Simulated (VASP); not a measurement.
Wanted: the native input for a VASP 6.6.1 run.

| Property | Result |
| --- | --- |
| Task | single point |
| Functional | r2SCAN |
| Potentials or basis | VASP PAW PBE potentials, release 64 (Tl_d) |
| Cutoff | 550 eV |
| k mesh | 8 × 8 × 8 |
| Occupations | fermi-dirac, width 0.1 eV |
| Spin | no spin polarisation |
| Dipole correction | no |
| Further INCAR settings | ALGO = Normal; EDIFF = 1e-06; NBANDS = 12 |

The system is Tl.

```xyz
1
Lattice="-1.7816 1.7816 1.7816 1.7816 -1.7816 1.7816 1.7816 1.7816 -1.7816" Properties=species:S:1:pos:R:3 pbc="T T T"
Tl    0.0000    0.0000    0.0000
```

This isn't the form of Tl at room conditions, which is hcp.

One way to write it, as run:

POSCAR

```
Tl
1.0
   -1.7815908823      1.7815908823      1.7815908823
    1.7815908823     -1.7815908823      1.7815908823
    1.7815908823      1.7815908823     -1.7815908823
Tl
1
Direct
    0.0000000000      0.0000000000      0.0000000000
```

INCAR.step1

```
SYSTEM = Tl
PREC     = Accurate       ! precision mode
ENCUT    = 550            ! plane-wave cutoff, eV
ISMEAR   = -1             ! smearing method
SIGMA    = 0.1            ! smearing width, eV
LREAL    = .False.        ! projectors in reciprocal space
LASPH    = .True.         ! aspherical terms in the spheres
NELM     = 120            ! most SCF steps
NBANDS   = 12             ! bands
GGA      = PE             ! functional
ALGO     = Normal         ! electronic algorithm
EDIFF    = 1E-5           ! SCF threshold, eV
LWAVE    = .True.         ! write WAVECAR
LCHARG   = .False.        ! write CHGCAR
GGA_COMPAT= .False.
```

INCAR.step2

```
SYSTEM = Tl
PREC     = Accurate       ! precision mode
ENCUT    = 550            ! plane-wave cutoff, eV
EDIFF    = 1E-6           ! SCF threshold, eV
ISMEAR   = -1             ! smearing method
SIGMA    = 0.1            ! smearing width, eV
LREAL    = .False.        ! projectors in reciprocal space
LASPH    = .True.         ! aspherical terms in the spheres
NELM     = 120            ! most SCF steps
ALGO     = Normal         ! electronic algorithm
ISIF     = 2              ! what is computed and relaxed
LWAVE    = .False.        ! write WAVECAR
LCHARG   = .True.         ! write CHGCAR
METAGGA  = R2SCAN         ! meta-GGA
LMIXTAU  = .True.       
LELF     = .True.         ! ELF
LVHAR    = .True.       
NBANDS   = 12             ! bands
ISTART   = 1            
GGA_COMPAT= .False.
```

KPOINTS

```
regular mesh
0
Gamma
  8 8 8
  0 0 0
```

Potentials or basis: VASP PAW PBE potentials, release 64 (Tl_d).

Launch:

```console
$ cat potpaw_PBE.64/Tl_d/POTCAR > POTCAR
$ cp INCAR.step1 INCAR
$ mpirun -np 1 vasp_std > vasp.out
$ cp INCAR.step2 INCAR
$ mpirun -np 1 vasp_std > vasp.out
```

It gave:

```yaml
Pressure: 20.1 GPa
Band_gap_on_the_k_mesh: zero (an odd number of electrons rules out a gap without spin polarisation)
```

Caveat: the cell stands under pressure; the PAW data sets were made with another functional, which shifts forces and pressure a little; spin-orbit coupling is left out, which moves the levels of the heavy elements.

Wall time 24 s on 1 thread of AMD EPYC 9R45 96-Core Processor (Zen 5), on a shared host, peak memory 0.12 GiB.
